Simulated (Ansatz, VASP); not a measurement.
## Ta2C: VASP beside Ansatz

```
Ta C
1.0
     3.55774    0.00000    0.00000
    -1.77887    3.07694    0.00000
     0.00000    0.00000   26.56634
Ta C
2 1
Direct
  0.57290 0.14580 0.28726
  0.90667 0.81334 0.35323
  0.90655 0.81311 0.27376
```

Alike in both runs: functional PBE; k mesh 6 × 6 × 1; occupations gaussian, width 0.1 eV; no spin polarisation.

Ansatz relaxed the structure, and its values are those at the end. VASP's run is a single point on that final structure, the one shown.

|  | VASP | Ansatz |
| --- | --- | --- |
| version | VASP 6.6.1 | Ansatz 0.2.0 |
| potentials or method | VASP PAW PBE potentials, release 64 (Ta_pv, C), cutoff 520 eV | scalar-relativistic, plane waves, PAW |
| valence electrons in the cell | 26 | 30 |

```tsv
	VASP	Ansatz	Ansatz less VASP
gap on the k mesh at the Fermi level (eV)	0.08	0.08	+0.003
least direct gap on the mesh (eV)	0.33	0.33	-0.005
rms of the force components (eV/Å)	0.026	0.018	-0.0078
```

VASP's potentials hold 26 valence electrons a cell and Ansatz's 30, so a difference there can come from the potentials and not from the codes. Ansatz's warnings: slab cell height set.

Spin-orbit coupling is off throughout.
